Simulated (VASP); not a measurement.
# Al (Im-3m) in VASP: further runs

Aim: see how the results for Al move with the level of theory and the settings. Levels: PBE0, PBEsol-based global hybrid with 25 % exact exchange, B3LYP. Tasks: relaxation of cell and atoms.

Everything below comes from runs of VASP 6.6.1. Logs are shortened: lines on timing, memory, paths and dates and some standing lists are left out, and cuts for length are marked.

## 1. The cell of the first run

It takes space group Im-3m (No. 229, cubic). The conventional cell has a = 3.182 Å, b = 3.182 Å, c = 3.182 Å, α = 90.00°, β = 90.00°, γ = 90.00°. Within 3.6 Å of Al (site symmetry m-3m) lie 14 Al at 2.76 to 3.18 Å.

This isn't the form of Al at room conditions, which is fcc.

## 2. Relaxation of cell and atoms, PBE0

Contents of POSCAR:

```
Al
1.0
   -1.5912186900      1.5912186900      1.5912186900
    1.5912186900     -1.5912186900      1.5912186900
    1.5912186900      1.5912186900     -1.5912186900
Al
1
Direct
    0.0000000000      0.0000000000      0.0000000000
```

Contents of INCAR.step1:

```
PREC     = Accurate       # precision mode
ENCUT    = 600            # plane-wave cutoff, eV
EDIFF    = 1E-5           # SCF threshold, eV
ISMEAR   = -1             # smearing method
SIGMA    = 0.05           # smearing width, eV
LREAL    = F              # projectors in reciprocal space
LASPH    = T              # aspherical terms in the spheres
NELM     = 80             # most SCF steps
ALGO     = Normal         # electronic algorithm
LWAVE    = T              # write WAVECAR
LCHARG   = F              # write CHGCAR
GGA      = PE             # functional
NBANDS   = 8              # bands
```

Contents of INCAR.step2:

```
PREC     = Accurate       # precision mode
ENCUT    = 600            # plane-wave cutoff, eV
EDIFF    = 1E-6           # SCF threshold, eV
ISMEAR   = -1             # smearing method
SIGMA    = 0.05           # smearing width, eV
LREAL    = F              # projectors in reciprocal space
LASPH    = T              # aspherical terms in the spheres
NELM     = 80             # most SCF steps
ALGO     = Normal         # electronic algorithm
ISIF     = 3              # what is computed and relaxed
LWAVE    = F              # write WAVECAR
LCHARG   = F              # write CHGCAR
GGA      = PE             # functional
LHFCALC  = T              # exact exchange
AEXX     = 0.25           # exact-exchange fraction
PRECFOCK = Normal       
IBRION   = 2              # ionic algorithm
NSW      = 60             # ionic steps
EDIFFG   = -0.01          # ionic threshold
ISTART   = 1
```

Contents of KPOINTS:

```
Automatic mesh
0
Gamma
  6 6 6
```

Potentials or basis: VASP PAW PBE potentials, release 64 (Al).

Launch:

```bash
$ cat potpaw_PBE.64/Al/POTCAR > POTCAR
$ cp INCAR.step1 INCAR
$ mpirun -np 1 vasp_std > vasp.out
$ cp INCAR.step2 INCAR
$ mpirun -np 1 vasp_std > vasp.out
```

OUTCAR:

```text
PREC = Accurate
   ENCUT = 600
   EDIFF = 1E-6
   ISMEAR = -1
   LREAL = F
   LASPH = T
   NELM = 80
   ISIF = 3
   GGA = PE
   LHFCALC = T
   AEXX = 0.25
   PRECFOCK = Normal
   IBRION = 2
   NSW = 60
   EDIFFG = -0.01
   ISTART = 1

 ion  position               nearest neighbor table
   1  0.000  0.000  0.000-

  LATTYP: Found a body centered cubic cell.
 ALAT       =     3.1824373800

  Lattice vectors:

 A1 = (  -1.5912186900,   1.5912186900,   1.5912186900)
 A2 = (   1.5912186900,  -1.5912186900,   1.5912186900)
 A3 = (   1.5912186900,   1.5912186900,  -1.5912186900)

Analysis of symmetry for initial positions (statically):
=====================================================================
 Subroutine PRICEL returns:
 Original cell was already a primitive cell.

 Routine SETGRP: Setting up the symmetry group for a
 body centered cubic supercell.

 Subroutine GETGRP returns: Found 48 space group operations
 (whereof 48 operations were pure point group operations)
 out of a pool of 48 trial point group operations.

The static configuration has the point symmetry O_h .

Analysis of symmetry for dynamics (positions and initial velocities):
=====================================================================
 Subroutine PRICEL returns:
 Original cell was already a primitive cell.

 Routine SETGRP: Setting up the symmetry group for a
 body centered cubic supercell.

 Subroutine GETGRP returns: Found 48 space group operations
 (whereof 48 operations were pure point group operations)
 out of a pool of 48 trial point group operations.

The dynamic configuration has the point symmetry O_h .

 Subroutine INISYM returns: Found 48 space group operations
 (whereof 48 operations are pure point group operations),
 and found     1 'primitive' translations

----------------------------------------------------------------------------------------

                                     Primitive cell

  volume of cell :      16.1157

  direct lattice vectors                    reciprocal lattice vectors
    -1.591218690  1.591218690  1.591218690     0.000000000  0.314224565  0.314224565
     1.591218690 -1.591218690  1.591218690     0.314224565  0.000000000  0.314224565
     1.591218690  1.591218690 -1.591218690     0.314224565  0.314224565  0.000000000

  length of vectors
     2.756071617  2.756071617  2.756071617     0.444380641  0.444380641  0.444380641
[... 66 lines left out ...]
   LSORBIT =      F    spin-orbit coupling
   LASPH  =      T    aspherical Exc in radial PAW
   ENCUT  =  600.0 eV  44.10 Ry    6.64 a.u.   5.50  5.50  5.50*2*pi/ulx,y,z
   NELM   =     80;   NELMIN=  2; NELMDL=  0     # of ELM steps
   EDIFF  = 0.1E-05   stopping-criterion for ELM
   LREAL  =      F    real-space projection
   EDIFFG = -.1E-01   stopping-criterion for IOM
   NSW    =     60    number of steps for IOM
   IBRION =      2    ionic relax: 0-MD 1-quasi-New 2-CG
   NFREE  =      1    steps in history (QN), initial steepest desc. (CG)
   ISIF   =      3    stress and relaxation
   ISYM   =      3    0-nonsym 1-usesym 2-fastsym
   POTIM  = 0.5000    time-step for ionic-motion
   TEBEG  =    0.0;   TEEND  =   0.0 temperature during run
   PSTRESS=    0.0 pullay stress
   NELECT =       3.0000    total number of electrons
   NUPDOWN=      -1.0000    fix difference up-down
   EMIN   =  10.00;   EMAX   =-10.00  energy-range for DOS
   EFERMI =   0.00;   METHOD = LEGACY
   ISMEAR =    -1;   SIGMA  =   0.05  broadening in eV -4-tet -1-fermi 0-gaus
   EFERMI_NEDOS =   21; number of points for ismear=-14 and -15
   IALGO  =     38    algorithm
   IMIX   =      1    mixing-type and parameters
     AMIX     =   0.40;   BMIX     =  1.00
     AMIX_MAG =   1.60;   BMIX_MAG =  1.00
  volume/ion in A,a.u.               =      16.12       108.75
  Fermi-wavevector in a.u.,A,eV,Ry     =   0.934757  1.766435 11.888371  0.873771
  Thomas-Fermi vector in A             =   2.061595
   LORBIT       =      0    0 simple, 1 ext, 2 COOP (PROOUT), +10 PAW based schemes
   GGA     = PE    functional components
   LHFCALC =     T    Hartree Fock is set to
   PRECFOCK=normal    Normal, Fast or Accurate (Low or Medium for compatibility)
   ENCUT4O =  -1.0   cutoff for four orbital integrals eV
   NKREDX  =     1    reduce k-point grid by
   NKREDY  =     1    reduce k-point grid by
   NKREDZ  =     1    reduce k-point grid by
   AEXX    =    0.2500 exact exchange contribution
   HFSCREEN=    0.0000 screening length (either q_TF or 0.3 A-1)
   HFSCREENC=   0.0000 screening length for correlation (either q_TF or 0.3 A-1)
   ENCUTFOCK=  -1.0 apply spherical cutoff to Coloumb kernel
   IVDW    =     0    specifies the selected vdW correction
   LEPSILON=     F    determine dielectric tensor
   LRPA    =     F    only Hartree local field effects (RPA)
 conjugate gradient relaxation of ions
 non-spin polarized calculation
  energy-cutoff  :      600.00
  volume of cell :       16.12
 maximum number of plane-waves:       555
 NGX is ok and might be reduce to    24
  NGX = 18; NGY = 18; NGZ = 18

--------------------------------------- Ionic step        1  -------------------------------------------

 number of electron       3.0000000 magnetization

 Free energy of the ion-electron system (eV)
  ---------------------------------------------------
  ext. energy  EPLUGINS =         0.00000000
  ---------------------------------------------------
  free energy    TOTEN  =        -4.36674420 eV

  energy without entropy =       -4.36255786  energy(sigma->0) =       -4.36465103

------------------------ aborting loop because EDIFF is reached ----------------------------------------

  FORCE on cell =-STRESS in cart. coord.  units (eV):
  Direction    XX          YY          ZZ          XY          YZ          ZX
  --------------------------------------------------------------------------------------
  -------------------------------------------------------------------------------------
  Total        0.3233081      0.3233081      0.3233081     -0.0000000     -0.0000000      0.0000000
  in kB       32.1423472     32.1423472     32.1423472     -0.0000000     -0.0000000      0.0000000
  external PRESSURE =      32.1423472 kB  Pullay stress =       0.0000000 kB
[... 57 lines left out ...]
--------------------------------------- Ionic step        3  -------------------------------------------

 number of electron       3.0000000 magnetization

 Free energy of the ion-electron system (eV)
  ---------------------------------------------------
  ext. energy  EPLUGINS =         0.00000000
  ---------------------------------------------------
  free energy    TOTEN  =        -4.37282286 eV

  energy without entropy =       -4.36863652  energy(sigma->0) =       -4.37072969

 E-fermi :   8.1529     XC(G=0):  -7.9858

 val. band max:        6.5894146583   @ k =   0.5000   0.5000   0.3333
 cond. band min:       8.2501634747   @ k =  -0.3333   0.5000   0.1667
 fundamental gap:      1.6607488164
 Fermi energy:         8.1528679573

 k-point     1 :       0.0000    0.0000    0.0000
  band No.  band energies     occupation
      1      -5.1969      2.00000
      2      22.5613      0.00000
      3      22.5613      0.00000
      4      22.5613      0.00000
      5      23.9064      0.00000
[... 146 lines left out ...]
  FREE ENERGIE OF THE ION-ELECTRON SYSTEM (eV)
  ---------------------------------------------------
  free  energy   TOTEN  =        -4.3728228572 eV

  energy  without entropy=       -4.3686365180  energy(sigma->0) =       -4.37072969

 reached required accuracy - stopping structural energy minimisation
```

OUTCAR.step1:

```text
PREC = Accurate
   ENCUT = 600
   EDIFF = 1E-5
   ISMEAR = -1
   LREAL = F
[... 380 lines left out ...]

 POSITION                                       TOTAL-FORCE (eV/Angst)
 -----------------------------------------------------------------------------------
      0.00000      0.00000      0.00000        -0.000000      0.000000      0.000000
 -----------------------------------------------------------------------------------
    total drift:                               -0.000000      0.000000      0.000000

  FREE ENERGIE OF THE ION-ELECTRON SYSTEM (eV)
  ---------------------------------------------------
  free  energy   TOTEN  =        -3.6967578398 eV

  energy  without entropy=       -3.6925714831  energy(sigma->0) =       -3.69466466
```

OSZICAR.step1:

```text
N       E                     dE             d eps       ncg     rms          rms(c)
DAV:   1    -0.181704648557E+01   -0.18170E+01   -0.90015E+02   256   0.234E+02
DAV:   2    -0.371315803426E+01   -0.18961E+01   -0.18961E+01   352   0.221E+01
DAV:   3    -0.372072553968E+01   -0.75675E-02   -0.75675E-02   352   0.164E+00
DAV:   4    -0.372075121203E+01   -0.25672E-04   -0.25673E-04   336   0.904E-02
DAV:   5    -0.372075128796E+01   -0.75934E-07   -0.75959E-07   352   0.319E-03    0.127E+00
DAV:   6    -0.370661469453E+01    0.14137E-01   -0.17495E-03   264   0.190E-01    0.732E-01
DAV:   7    -0.369676322870E+01    0.98515E-02   -0.52389E-03   280   0.309E-01    0.144E-01
DAV:   8    -0.369675783982E+01    0.53889E-05   -0.19196E-05   304   0.301E-02
   1 F= -.36967578E+01 E0= -.36946647E+01  d E =-.418636E-02
```

Run time: 2.8 min. Hardware: 1 thread of AMD EPYC 7R13, shared host; peak memory 0.11 GiB.

Results:

```
Free energy                           : -4.3728 eV
Relaxed volume                        : 16.74 Å³/atom
Relaxed cell                          : a = 2.791 Å, b = 2.791 Å, c = 2.791 Å, α = 109.47°, β = 109.47°, γ = 109.47°
Space group after relaxing (to 0.1 Å) : Im-3m (No. 229)
Energy gained by relaxing             : 6.1 meV/atom
Ionic steps                           : 3
Pressure after relaxing               : 0.0 GPa
Band gap on the k mesh                : zero (an odd number of electrons rules out a gap without spin polarisation)
```

The path:
| step | energy change (eV) | largest force (eV/Å) | pressure (GPa) | volume (Å³) |
| --- | --- | --- | --- | --- |
| 1 | 0.0000 | 0.0000 | 3.21 | 16.12 |
| 2 | -0.0058 | 0.0000 | -0.63 | 16.88 |
| 3 | -0.0061 | 0.0000 | -0.01 | 16.74 |

Final structure:
```yaml
crystal:
  lattice:
    - [-1.61154, 1.61154, 1.61154]
    - [1.61154, -1.61154, 1.61154]
    - [1.61154, 1.61154, -1.61154]
  atoms:
    - { symbol: Al, position: [0.00000, 0.00000, 0.00000] }
```

Caveat: the k points lie up to 0.46 Å⁻¹ apart in the final cell, too coarse for converged energies and pressures of a metal; the PAW data sets were made with another functional, which shifts forces and pressure a little.

## 3. Relaxation of cell and atoms, PBEsol-based global hybrid with 25 % exact exchange

POSCAR is that of step 2.

Contents of INCAR.step1:

```
PREC     = Accurate       # precision mode
ENCUT    = 600            # plane-wave cutoff, eV
EDIFF    = 1E-5           # SCF threshold, eV
ISMEAR   = -1             # smearing method
SIGMA    = 0.05           # smearing width, eV
LREAL    = False          # projectors in reciprocal space
LASPH    = True           # aspherical terms in the spheres
NELM     = 100            # most SCF steps
ALGO     = Normal         # electronic algorithm
LWAVE    = True           # write WAVECAR
LCHARG   = False          # write CHGCAR
GGA      = PE             # functional
NBANDS   = 8              # bands
```

Contents of INCAR.step2:

```
PREC     = Accurate       # precision mode
ENCUT    = 600            # plane-wave cutoff, eV
EDIFF    = 1E-7           # SCF threshold, eV
ISMEAR   = -1             # smearing method
SIGMA    = 0.05           # smearing width, eV
LREAL    = False          # projectors in reciprocal space
LASPH    = True           # aspherical terms in the spheres
NELM     = 100            # most SCF steps
ALGO     = Normal         # electronic algorithm
ISIF     = 3              # what is computed and relaxed
LWAVE    = False          # write WAVECAR
LCHARG   = False          # write CHGCAR
GGA      = PS             # functional
LHFCALC  = True           # exact exchange
AEXX     = 0.25           # exact-exchange fraction
PRECFOCK = Normal       
IBRION   = 2              # ionic algorithm
NSW      = 60             # ionic steps
EDIFFG   = -0.01          # ionic threshold
ISTART   = 1
```

KPOINTS is that of step 2.

Potentials or basis: VASP PAW PBE potentials, release 64 (Al).

Launch:

```bash
$ cat potpaw_PBE.64/Al/POTCAR > POTCAR
$ cp INCAR.step1 INCAR
$ mpirun -np 1 vasp_std > vasp.out
$ cp INCAR.step2 INCAR
$ mpirun -np 1 vasp_std > vasp.out
```

Wall time 3 min (1 thread of AMD EPYC 7R13, shared host); peak memory 0.11 GiB.

It converged, with:

```yaml
Free_energy: -4.5783 eV
Relaxed_volume: 16.56 Å³/atom
Relaxed_cell: a = 2.781 Å, b = 2.781 Å, c = 2.781 Å, α = 109.47°, β = 109.47°, γ = 109.47°
Space_group_after_relaxing_to_0.1_Å: Im-3m (No. 229)
Energy_gained_by_relaxing: 3.1 meV/atom
Ionic_steps: 3
Pressure_after_relaxing: 0.0 GPa
Band_gap_on_the_k_mesh: zero (an odd number of electrons rules out a gap without spin polarisation)
```

Step by step:
```tsv
step	energy change (eV)	largest force (eV/Å)	pressure (GPa)	volume (Å³)
1	0.0000	0.0000	2.28	16.12
2	-0.0029	0.0000	-0.48	16.66
3	-0.0031	0.0000	0.00	16.56
```

Final structure:
```
Al
1.0
    -1.60559    1.60559    1.60559
     1.60559   -1.60559    1.60559
     1.60559    1.60559   -1.60559
Al
1
Direct
  0.00000 0.00000 0.00000
```

Levels at points of the mesh, in eV from the Fermi level:
```tsv
k point	band 1	band 2	band 3	band 4
(0.00, 0.00, 0.00)	-13.42	14.47	14.47	14.47
(0.50, 0.00, 0.00)	-5.66	-5.11	9.08	9.20
(0.50, 0.50, 0.50)	3.62	3.62	3.62	4.70
```

Caveat: the k points lie up to 0.46 Å⁻¹ apart in the final cell, too coarse for converged energies and pressures of a metal; the PAW data sets were made with another functional, which shifts forces and pressure a little.

(Part 1 of 2 ends here.)

The gap in the log of VASP goes by the Fermi energy; the results here count the filled bands.